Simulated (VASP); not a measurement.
TiSi2, 6 atoms in the cell. The typed cell holds 6 atoms: a = 5.956 Å, b = 4.905 Å, c = 4.780 Å, α = 74.99°, β = 52.49°, γ = 50.61°.  This cell differs from its parent crystal: equal xy, yz and zx shear strains of +1 %.

| Item | Value |
| --- | --- |
| Program | VASP 6.6.1 |
| Task | electric field gradients |
| Functional | PBE |
| Potentials or basis | VASP PAW PBE potentials, release 64 (Ti_sv, Si) |
| Cutoff | 520 eV |
| k mesh | 8 × 8 × 8 |
| Occupations | fermi-dirac, width 0.08 eV |
| Spin | no spin polarisation |
| Dipole correction | no |
| Further INCAR settings | ALGO = Normal; EDIFF = 1e-08; NBANDS = 29 |

Potentials or basis: VASP PAW PBE potentials, release 64 (Ti_sv, Si).

Launch:

```console
$ cat potpaw_PBE.64/Ti_sv/POTCAR potpaw_PBE.64/Si/POTCAR > POTCAR
$ mpirun -np 1 vasp_std > vasp.out
```

Hardware: 1 thread of Intel(R) Xeon(R) Platinum 8259CL CPU @ 2.50GHz (Skylake/Cascade Lake), with other jobs on the host.

Problem. How long does it take, and how much memory?

Solution. Wall time 11 min on 1 thread of Intel(R) Xeon(R) Platinum 8259CL CPU @ 2.50GHz (Skylake/Cascade Lake), with other jobs on the host, peak memory 0.61 GiB. Counts: scf iterations 18, k points 260.
